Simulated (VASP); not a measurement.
Wanted: the native input for a VASP 6.6.1 run.

| Quantity | Value |
| --- | --- |
| Task | relaxation of cell and atoms |
| Functional | PBEsol |
| Potentials or basis | VASP PAW PBE potentials, release 64 (Ti_sv, Pt) |
| Cutoff | 600 eV |
| k mesh | 12 × 12 × 12 |
| Occupations | gaussian, width 0.1 eV |
| Spin | no spin polarisation |
| Target pressure | 15 GPa |
| Dipole correction | no |
| Further INCAR settings | ALGO = Fast; EDIFF = 1e-06; IBRION = 2; EDIFFG = -0.008; NSW = 70; ISIF = 3 |

The structure of TiPt3 lies in POSCAR:

```
TiPt3
1.0
    3.8338550953      0.0000000000      0.0000000000
    0.0000000000      3.8338550953      0.0000000000
    0.0000000000      0.0000000000      3.8338550953
Ti Pt
1 3
Direct
    0.0000000000      0.0000000000      0.0000000000
    0.0000000000      0.5000000000      0.5000000000
    0.5000000000      0.0000000000      0.5000000000
    0.5000000000      0.5000000000      0.0000000000
```

One way to write it, as run:

INCAR

```
SYSTEM = TiPt3
ALGO     = Fast           ! electronic algorithm
EDIFF    = 1E-6           ! SCF threshold, eV
EDIFFG   = -0.008         ! ionic threshold
ENCUT    = 600            ! plane-wave cutoff, eV
GGA      = PS             ! functional
IBRION   = 2              ! ionic algorithm
ISIF     = 3              ! what is computed and relaxed
ISMEAR   = 0              ! smearing method
LASPH    = .True.         ! aspherical terms in the spheres
LCHARG   = .False.        ! write CHGCAR
LREAL    = .False.        ! projectors in reciprocal space
LWAVE    = .False.        ! write WAVECAR
NELM     = 80             ! most SCF steps
NSW      = 70             ! ionic steps
PREC     = Accurate       ! precision mode
PSTRESS  = 150.0        
SIGMA    = 0.1            ! smearing width, eV
```

KPOINTS

```
k-points
0
Gamma
  12 12 12
  0 0 0
```

Potentials or basis: VASP PAW PBE potentials, release 64 (Ti_sv, Pt).

Command:

```console
$ cat potpaw_PBE.64/Ti_sv/POTCAR potpaw_PBE.64/Pt/POTCAR > POTCAR
$ mpirun -np 1 vasp_std > vasp.out
```

Results of the run:

| Item | Value |
| --- | --- |
| Relaxed volume | 14.09 Å³/atom |
| Relaxed cell | a = 3.834 Å, b = 3.834 Å, c = 3.834 Å, α = 90.00°, β = 90.00°, γ = 90.00° |
| Space group after relaxing (to 0.1 Å) | Pm-3m (No. 221) |
| Energy change on relaxing (the run minimises the enthalpy) | -0.6 meV/atom |
| Ionic steps | 3 |
| Pressure after relaxing | 15.0 GPa |
| Band gap on the k mesh | zero (bands 21 and 22 overlap by 1.95 eV) |

Caveat: the cell is relaxed towards a set pressure, so the run minimises the enthalpy, not the energy; the PAW data sets were made with another functional, which shifts forces and pressure a little; spin-orbit coupling is left out, which moves the levels of the heavy elements.

Wall time 2.4 min on 1 thread of Intel(R) Xeon(R) 6975P-C (Granite Rapids), with other jobs on the host, peak memory 0.28 GiB.
